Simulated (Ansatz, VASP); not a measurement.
## TaN: VASP beside Ansatz

```
Ta N
1.0
     5.23928    0.00000    0.00000
    -2.61964    4.53735    0.00000
     0.00000    0.00000    2.90478
Ta N
3 3
Direct
  0.00000 0.00000 0.00000
  0.33333 0.66667 0.50000
  0.66667 0.33333 0.50000
  0.50000 0.00000 0.00000
  0.50000 0.50000 0.00000
  0.00000 0.50000 0.00000
```

Alike in both runs: functional r2SCAN; k mesh 12 × 12 × 12; occupations gaussian, width 0.1 eV; no spin polarisation.

Ansatz relaxed the structure, and its values are those at the end. VASP's run is a single point on that final structure, the one shown.

|  | VASP | Ansatz |
| --- | --- | --- |
| version | VASP 6.6.1 | Ansatz 0.2.0 |
| potentials or method | VASP PAW PBE potentials, release 64 (Ta_pv, N), cutoff 520 eV | scalar-relativistic, plane waves, PAW |
| valence electrons in the cell | 48 | 54 |

```csv
,VASP,Ansatz,Ansatz less VASP
gap on the k mesh at the Fermi level (eV),none,none,-
pressure (GPa),1.7,0.0,-1.64
```

VASP's potentials were made for PBE, not for r2SCAN. A gap of «none» marks a metal or a gap that the smearing closes. VASP's potentials hold 48 valence electrons a cell and Ansatz's 54, so a difference there can come from the potentials and not from the codes.

Spin-orbit coupling is off throughout.
